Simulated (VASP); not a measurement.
Sr, 2 atoms in the cell. It takes space group P6_3/mmc (No. 194, hexagonal). Conventional cell: a = 4.299 Å, b = 4.299 Å, c = 7.022 Å, α = 90.00°, β = 90.00°, γ = 120.00°. Within 5.6 Å of Sr (site symmetry -6m2) lie 12 Sr at 4.30 Å. 

- Program: VASP 6.6.1
- Task: single point
- Functional: PBE
- Potentials or basis: VASP PAW PBE potentials, release 64 (Sr_sv)
- Cutoff: 520 eV
- k mesh: 6 × 6 × 4
- Occupations: gaussian, width 0.05 eV
- Spin: no spin polarisation
- Dipole correction: no
- Further INCAR settings: ALGO = Normal; EDIFF = 1e-07; NBANDS = 17

Potentials or basis: VASP PAW PBE potentials, release 64 (Sr_sv).

Run with:

```sh
$ cat potpaw_PBE.64/Sr_sv/POTCAR > POTCAR
$ mpirun -np 1 vasp_std > vasp.out
```

Hardware: 1 thread of Intel(R) Xeon(R) 6975P-C (Granite Rapids) (shared host).

Question: How long does it take, and how much memory?

Answer: Wall time 14 s on 1 thread of Intel(R) Xeon(R) 6975P-C (Granite Rapids), on a shared host, peak memory 0.22 GiB. Counts: scf iterations 14, k points 21.
